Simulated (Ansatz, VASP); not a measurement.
# Pd: VASP beside Ansatz

```xyz
1
Lattice="0.0000 1.9392 1.9392 1.9392 0.0000 1.9392 1.9392 1.9392 0.0000" Properties=species:S:1:pos:R:3 pbc="T T T"
Pd    0.0000    0.0000    0.0000
```

Alike in both runs: functional PBEsol; k mesh 14 × 14 × 14; occupations fermi-dirac, width 0.05 eV; collinear spin.

Ansatz relaxed the structure, and its values are those at the end. VASP's run is a single point on that final structure, the one shown.

|  | VASP | Ansatz |
| --- | --- | --- |
| version | VASP 6.6.1 | Ansatz 0.2.0 |
| potentials or method | VASP PAW PBE potentials, release 64 (Pd), cutoff 520 eV | plane waves (420 eV) with PAW, scalar-relativistic |
| valence electrons in the cell | 10 | 18 |

```tsv
	VASP	Ansatz	Ansatz less VASP
pressure (GPa)	-0.3	0.0	+0.31
net moment per atom (μB)	0.31	0.31	0.000
size of the moment on the site where the two differ most (μB)	0.31	0.31	+0.004
```

VASP's potentials were made for PBE, not for PBEsol, and Ansatz warns of the same on its side. Site moments also hang on the region over which each program counts them. VASP's potentials hold 10 valence electrons a cell and Ansatz's 18, so a difference there can come from the potentials and not from the codes.
